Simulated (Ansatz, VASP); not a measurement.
**One calculation of ZnW, two programs**

```
Zn W
1.0
     0.00000    3.13164    3.13164
     3.13164    0.00000    3.13164
     3.13164    3.13164    0.00000
Zn W
2 2
Direct
  0.00000 0.00000 0.00000
  0.25000 0.25000 0.25000
  0.50000 0.50000 0.50000
  0.75000 0.75000 0.75000
```

Alike in both runs: functional PBE; k mesh 12 × 12 × 12; occupations gaussian, width 0.1 eV; no spin polarisation.

Ansatz relaxed the structure, and its values are those at the end. VASP's run is a single point on that final structure, the one shown.

|  | VASP | Ansatz |
| --- | --- | --- |
| version | VASP 6.6.1 | Ansatz 0.2.0 |
| potentials or method | VASP PAW PBE potentials, release 64 (Zn, W_sv), cutoff 520 eV | scalar-relativistic, plane waves, PAW |
| valence electrons in the cell | 52 | 52 |

|  | VASP | Ansatz | Ansatz less VASP |
| --- | --- | --- | --- |
| gap on the k mesh at the Fermi level (eV) | none | none | - |
| pressure (GPa) | 0.7 | 0.0 | -0.65 |

A gap of «none» marks a metal or a gap that the smearing closes. The functional is the same, so the differences come from potentials, cutoffs and numerics.

Spin-orbit coupling is off throughout.
